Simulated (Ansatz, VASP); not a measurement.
## B3N2: VASP beside Ansatz

```
B N
1.0
     3.33616    0.00000    0.00000
    -1.66808    2.88920    0.00000
     0.00000    0.00000    9.20188
B N
3 2
Direct
  0.50000 0.00000 0.00000
  0.00000 0.50000 0.00000
  0.50000 0.50000 0.00000
  0.00000 0.00000 0.44012
  0.00000 0.00000 0.55988
```

Alike in both runs: functional PBE; k mesh 12 × 12 × 4; occupations gaussian, width 0.1 eV; no spin polarisation.

Ansatz relaxed the structure, and its values are those at the end. VASP's run is a single point on that final structure, the one shown.

```csv
,VASP,Ansatz
version,VASP 6.6.1,Ansatz 0.2.0
potentials or method,"VASP PAW PBE potentials, release 64 (B, N), cutoff 520 eV","scalar-relativistic, plane waves, PAW"
valence electrons in the cell,19,19
```

|  | VASP | Ansatz | Ansatz less VASP |
| --- | --- | --- | --- |
| gap on the k mesh at the Fermi level (eV) | none | none | - |
| pressure (GPa) | 1.0 | 0.0 | -1.03 |
| rms of the force components (eV/Å) | 0.642 | 0.002 | -0.6401 |

A gap of «none» marks a metal or a gap that the smearing closes. With one functional, cell and mesh, what is left measures potentials, basis and numerics.

Noted on VASP's run: the standard files for N, O and F lose accuracy on very short bonds.
